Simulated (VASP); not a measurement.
# W (P6/mmm) in VASP: notebook, part 2 of 2

VASP 6.6.1. Earlier steps stand in the parts before.

## Step 3: Single point, PBE

This run uses another cell than the first one, of 17.51 Å³/atom, 1.053 times its volume.

INCAR

```
PREC     = Accurate       # precision mode
ENCUT    = 520            # plane-wave cutoff, eV
EDIFF    = 1E-6           # SCF threshold, eV
ISMEAR   = -1             # smearing method
SIGMA    = 0.08           # smearing width, eV
LREAL    = F              # projectors in reciprocal space
LASPH    = T              # aspherical terms in the spheres
NELM     = 60             # most SCF steps
ALGO     = Normal         # electronic algorithm
ISIF     = 2              # what is computed and relaxed
LWAVE    = F              # write WAVECAR
LCHARG   = F              # write CHGCAR
GGA      = PE             # functional
NBANDS   = 13             # bands
```

KPOINTS

```
regular mesh
0
Gamma
  18 18 16
```

POSCAR

```
W
1.0
    2.7875065645      0.0000000000      0.0000000000
   -1.3937532822      2.4140514981      0.0000000000
    0.0000000000      0.0000000000      2.6015527917
W
1
Direct
    0.0000000000      0.0000000000      0.0000000000
```

Potentials or basis: VASP PAW PBE potentials, release 64 (W_sv).

Started as:

```
$ cat potpaw_PBE.64/W_sv/POTCAR > POTCAR
$ mpirun -np 1 vasp_std > vasp.out
```

OUTCAR:

```text
PREC = Accurate
   ENCUT = 520
   EDIFF = 1E-6
   ISMEAR = -1
   LREAL = F
   LASPH = T
   NELM = 60
   ISIF = 2
   GGA = PE

 ion  position               nearest neighbor table
   1  0.000  0.000  0.000-

  LATTYP: Found a hexagonal cell.
 ALAT       =     2.7875065645
 C/A-ratio  =     0.9332902834

  Lattice vectors:

 A1 = (   2.7875065645,   0.0000000000,   0.0000000000)
 A2 = (  -1.3937532822,   2.4140514981,   0.0000000000)
 A3 = (   0.0000000000,   0.0000000000,   2.6015527917)

Analysis of symmetry for initial positions (statically):
=====================================================================
 Subroutine PRICEL returns:
 Original cell was already a primitive cell.

 Routine SETGRP: Setting up the symmetry group for a
 hexagonal supercell.

 Subroutine GETGRP returns: Found 24 space group operations
 (whereof 24 operations were pure point group operations)
 out of a pool of 24 trial point group operations.

The static configuration has the point symmetry D_6h.

Analysis of symmetry for dynamics (positions and initial velocities):
=====================================================================
 Subroutine PRICEL returns:
 Original cell was already a primitive cell.

 Routine SETGRP: Setting up the symmetry group for a
 hexagonal supercell.

 Subroutine GETGRP returns: Found 24 space group operations
 (whereof 24 operations were pure point group operations)
 out of a pool of 24 trial point group operations.

The dynamic configuration has the point symmetry D_6h.

 Subroutine INISYM returns: Found 24 space group operations
 (whereof 24 operations are pure point group operations),
 and found     1 'primitive' translations

----------------------------------------------------------------------------------------

                                     Primitive cell

  volume of cell :      17.5063

  direct lattice vectors                    reciprocal lattice vectors
     2.787506565  0.000000000  0.000000000     0.358743550  0.207120685  0.000000000
    -1.393753282  2.414051498  0.000000000     0.000000000  0.414241370  0.000000000
     0.000000000  0.000000000  2.601552792     0.000000000  0.000000000  0.384385819

  length of vectors
     2.787506565  2.787506564  2.601552792     0.414241370  0.414241370  0.384385819

  position of ions in fractional coordinates (direct lattice)
     0.000000000  0.000000000  0.000000000

  ion indices of the primitive-cell ions
   primitive index   ion index
                 1           1

----------------------------------------------------------------------------------------

 KPOINTS: regular mesh

Automatic generation of k-mesh.
 Grid dimensions read from file:
 generate k-points for:   18   18   16

 Generating k-lattice:

  Cartesian coordinates                     Fractional coordinates (reciprocal lattice)
     0.019930197  0.011506705  0.000000000     0.055555556  0.000000000  0.000000000
     0.000000000  0.023013409  0.000000000     0.000000000  0.055555556  0.000000000
     0.000000000  0.000000000  0.024024114     0.000000000  0.000000000  0.062500000

  Length of vectors
     0.023013409  0.023013409  0.024024114

  Shift w.r.t. Gamma in fractional coordinates (k-lattice)
     0.000000000  0.000000000  0.000000000

 Subroutine IBZKPT returns following result:
 ===========================================

 Found    333 irreducible k-points:

 Following reciprocal coordinates:
            Coordinates               Weight
  0.000000  0.000000  0.000000      1.000000
  0.055556  0.000000  0.000000      6.000000
  0.111111  0.000000  0.000000      6.000000
  0.166667  0.000000  0.000000      6.000000
  0.222222  0.000000  0.000000      6.000000
  0.277778 -0.000000  0.000000      6.000000
[... 16 lines left out ...]
  0.333333  0.111111  0.000000     12.000000
  0.388889  0.111111  0.000000     12.000000
 [... further k-points ...]
   k-points           NKPTS =    333   k-points in BZ     NKDIM =    333   number of bands    NBANDS=     13
   number of dos      NEDOS =    301   number of ions     NIONS =      1
   total plane-waves  NPLWV =  11520
   dimension x,y,z NGX =    24 NGY =   24 NGZ =   20
   dimension x,y,z NGXF=    48 NGYF=   48 NGZF=   40
   ions per type =               1
   NGX,Y,Z   is equivalent  to a cutoff of  14.31, 14.31, 12.78 a.u.
   NGXF,Y,Z  is equivalent  to a cutoff of  28.63, 28.63, 25.56 a.u.
 SYSTEM =  unknown system
   PREC   = accura    normal or accurate (medium, high low for compatibility)
   ISTART =      0    job   : 0-new  1-cont  2-samecut
   ICHARG =      2    charge: 1-file 2-atom 10-const
   ISPIN  =      1    spin polarized calculation?
   LNONCOLLINEAR =      F non collinear calculations
   LSORBIT =      F    spin-orbit coupling
   LASPH  =      T    aspherical Exc in radial PAW
   ENCUT  =  520.0 eV  38.22 Ry    6.18 a.u.   5.18  5.18  4.84*2*pi/ulx,y,z
   NELM   =     60;   NELMIN=  2; NELMDL= -5     # of ELM steps
   EDIFF  = 0.1E-05   stopping-criterion for ELM
   LREAL  =      F    real-space projection
   EDIFFG = 0.1E-04   stopping-criterion for IOM
   NSW    =      0    number of steps for IOM
   IBRION =     -1    ionic relax: 0-MD 1-quasi-New 2-CG
   NFREE  =      0    steps in history (QN), initial steepest desc. (CG)
   ISIF   =      2    stress and relaxation
   ISYM   =      2    0-nonsym 1-usesym 2-fastsym
   POTIM  = 0.5000    time-step for ionic-motion
   TEBEG  =    0.0;   TEEND  =   0.0 temperature during run
   PSTRESS=    0.0 pullay stress
   NELECT =      14.0000    total number of electrons
   NUPDOWN=      -1.0000    fix difference up-down
   EMIN   =  10.00;   EMAX   =-10.00  energy-range for DOS
   EFERMI =   0.00;   METHOD = LEGACY
   ISMEAR =    -1;   SIGMA  =   0.08  broadening in eV -4-tet -1-fermi 0-gaus
   EFERMI_NEDOS =   21; number of points for ismear=-14 and -15
   IALGO  =     38    algorithm
   IMIX   =      4    mixing-type and parameters
     AMIX     =   0.40;   BMIX     =  1.00
     AMIX_MAG =   1.60;   BMIX_MAG =  1.00
  volume/ion in A,a.u.               =      17.51       118.14
  Fermi-wavevector in a.u.,A,eV,Ry     =   1.519565  2.871561 31.416892  2.309076
  Thomas-Fermi vector in A             =   2.628533
   LORBIT       =      0    0 simple, 1 ext, 2 COOP (PROOUT), +10 PAW based schemes
   GGA     = PE    functional components
   LHFCALC =     F    Hartree Fock is set to
   AEXX    =    0.0000 exact exchange contribution
   IVDW    =     0    specifies the selected vdW correction
   LEPSILON=     F    determine dielectric tensor
   LRPA    =     F    only Hartree local field effects (RPA)
 non-spin polarized calculation
  energy-cutoff  :      520.00
  volume of cell :       17.51
 maximum number of plane-waves:       483
 NGX is ok and might be reduce to    24
   NGX = 11   NGY = 11   NGZ =  9

 number of electron      14.0000001 magnetization

 Free energy of the ion-electron system (eV)
  ---------------------------------------------------
  ext. energy  EPLUGINS =         0.00000000
  ---------------------------------------------------
  free energy    TOTEN  =       -11.78948734 eV

  energy without entropy =      -11.76971076  energy(sigma->0) =      -11.77959905

 E-fermi :   9.9980     XC(G=0): -12.9921

 val. band max:        9.9875260401   @ k =   0.0556   0.0000   0.4375
 cond. band min:       9.9989412762   @ k =   0.0556   0.0556   0.2500
 fundamental gap:      0.0114152360
 Fermi energy:         9.9979914080

 k-point     1 :       0.0000    0.0000    0.0000
  band No.  band energies     occupation
      1     -64.0595      2.00000
      2     -27.7008      2.00000
      3     -27.7008      2.00000
      4     -27.6632      2.00000
      5       1.0752      2.00000
      6       5.5502      2.00000
      7       9.2196      1.99988
      8       9.2196      1.99988
      9      14.9166      0.00000
     10      14.9166      0.00000
     11      22.5337      0.00000
     12      24.8121      0.00000
     13      29.6351      0.00000

 k-point     2 :       0.0556    0.0000    0.0000
  band No.  band energies     occupation
      1     -64.0566      2.00000
      2     -27.7364      2.00000
      3     -27.7089      2.00000
      4     -27.6596      2.00000
      5       1.1998      2.00000
      6       5.6043      2.00000
      7       9.0807      1.99998
      8       9.3382      1.99948
      9      14.7469      0.00000
     10      14.8908      0.00000
     11      22.8433      0.00000
[... 339 lines left out ...]
 k-point    24 :       0.3889    0.1111    0.0000
  band No.  band energies     occupation
      1     -63.9636      2.00000
      2     -28.7361      2.00000
      3     -28.0370      2.00000
      4     -27.5416      2.00000
      5       4.8042      2.00000
      6       6.4001      2.00000
      7       9.2844      1.99973
      8      11.4823      0.00000
      9      13.8183      0.00000
     10      15.4163      0.00000
     11      18.8947      0.00000
     12      21.8613      0.00000
     13      26.9216      0.00000

 [... further k-points ...]
[... 5 lines left out ...]
  --------------------------------------------------------------------------------------
  -------------------------------------------------------------------------------------
  Total        0.0446078      0.0446078      0.0935654      0.0000000      0.0000000     -0.0000000
  in kB        4.0825028      4.0825028      8.5630921      0.0000000      0.0000000     -0.0000000
  external PRESSURE =       5.5760325 kB  Pullay stress =       0.0000000 kB

 VOLUME and BASIS-vectors are now :
 -----------------------------------------------------------------------------
  energy-cutoff  :      520.00
  volume of cell :       17.51
      direct lattice vectors                 reciprocal lattice vectors
     2.787506565  0.000000000  0.000000000     0.358743550  0.207120685  0.000000000
    -1.393753282  2.414051498  0.000000000     0.000000000  0.414241370  0.000000000
     0.000000000  0.000000000  2.601552792     0.000000000  0.000000000  0.384385819

 POSITION                                       TOTAL-FORCE (eV/Angst)
 -----------------------------------------------------------------------------------
      0.00000      0.00000      0.00000        -0.000000      0.000000      0.000000
 -----------------------------------------------------------------------------------
    total drift:                               -0.000000     -0.000000      0.000000

  FREE ENERGIE OF THE ION-ELECTRON SYSTEM (eV)
  ---------------------------------------------------
  free  energy   TOTEN  =       -11.7894873411 eV

  energy  without entropy=      -11.7697107644  energy(sigma->0) =      -11.77959905
```

It took 47 s on 1 thread of Intel Xeon Platinum 8488C (Sapphire Rapids), shared host; peak memory 0.19 GiB.

Results:

| Item | Value |
| --- | --- |
| Free energy | -11.7895 eV |
| Pressure | 0.6 GPa |
| Band gap on the k mesh | zero (band 7 reaches 10.85 eV, above the bottom of band 8 at 9.07 eV) |

Levels at points of the mesh, in eV from the Fermi level:
| k point | band 5 | band 6 | band 7 | band 8 | band 9 | band 10 |
| --- | --- | --- | --- | --- | --- | --- |
| (0.00, 0.00, 0.00) | -8.92 | -4.45 | -0.78 | -0.78 | 4.92 | 4.92 |
| (0.50, 0.00, 0.00) | -5.64 | -3.63 | 0.00 | 1.30 | 4.13 | 5.24 |
| (0.00, 0.00, 0.50) | -5.34 | -0.90 | 0.14 | 0.14 | 1.10 | 1.10 |
| (0.50, 0.00, 0.50) | -5.47 | -3.74 | -0.31 | 5.43 | 5.66 | 5.92 |

Caveat: spin-orbit coupling is left out, which moves the levels of the heavy elements.
